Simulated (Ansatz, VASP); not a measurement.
## Two plane-wave programs on BN

POSCAR

```
BN
1.0
    2.5008381595      0.0000000000      0.0000000000
   -1.2504190798      2.1657893769      0.0000000000
    0.0000000000      0.0000000000      6.8931474372
B N
2 2
Direct
    0.3333333333      0.6666666667      0.2500000000
    0.6666666667      0.3333333333      0.7500000000
    0.6666666667      0.3333333333      0.2500000000
    0.3333333333      0.6666666667      0.7500000000
```

INCAR.step1

```
PREC = Accurate
ENCUT = 520
EDIFF = 1E-5
ISMEAR = 0
SIGMA = 0.01
LREAL = F
LASPH = T
NELM = 80
ALGO = Normal
ISIF = 2
LWAVE = T
LCHARG = F
GGA = PE
NBANDS = 16
```

The input INCAR.step2:

```
PREC = Accurate
ENCUT = 520
EDIFF = 1E-6
ISMEAR = 0
SIGMA = 0.01
LREAL = F
LASPH = T
NELM = 80
ALGO = Normal
ISIF = 2
LWAVE = F
LCHARG = F
GGA = PE
LHFCALC = T
HFSCREEN = 0.2079
PRECFOCK = Normal
ISTART = 1
NBANDS = 16
```

KPOINTS

```
regular mesh
0
Gamma
  6 6 2
```

Input for Ansatz:

```yaml
crystal:
  lattice:
    - [2.5008381595, 0.0, 0.0]
    - [-1.2504190798, 2.1657893769, 0.0]
    - [0.0, 0.0, 6.8931474372]
  atoms:
    - { symbol: B, position: [0.3333333333, 0.6666666667, 0.25] }
    - { symbol: B, position: [0.6666666667, 0.3333333333, 0.75] }
    - { symbol: "N", position: [0.6666666667, 0.3333333333, 0.25] }
    - { symbol: "N", position: [0.3333333333, 0.6666666667, 0.75] }
kpoints:
  mp_grid: { grid: [6, 6, 2] }
hamiltonian:
  xc: hse06
scf:
  occupations: { method: fixed }
  n_extra_bands: 5
output:
  forces: true
  stress: true
  eigenvalues: true
```

Alike in both runs: task single point; functional HSE06; k mesh 6 × 6 × 2; no spin polarisation.

|  | VASP | Ansatz |
| --- | --- | --- |
| version | VASP 6.6.1 | Ansatz 0.2.0 |
| potentials or method | VASP PAW PBE potentials, release 64 (B, N) | plane waves, PAW |
| plane-wave cutoff (eV) | 520 | 420 |
| occupations | gaussian, width 0.01 eV | fixed |
| valence electrons in the cell | 16 | 16 |

|  | VASP | Ansatz | Ansatz less VASP |
| --- | --- | --- | --- |
| gap on the k mesh at the Fermi level (eV) | 5.64 | 5.65 | +0.009 |
| pressure (GPa) | -0.8 | -1.0 | -0.20 |
| traceless stress, the component that is largest in VASP (GPa) | 2.13 | 2.52 | +0.397 |

Ansatz's warnings: stress exchange threshold loose, stress scf threshold loose.

The k mesh is coarse, so the values compare programs but aren't converged.
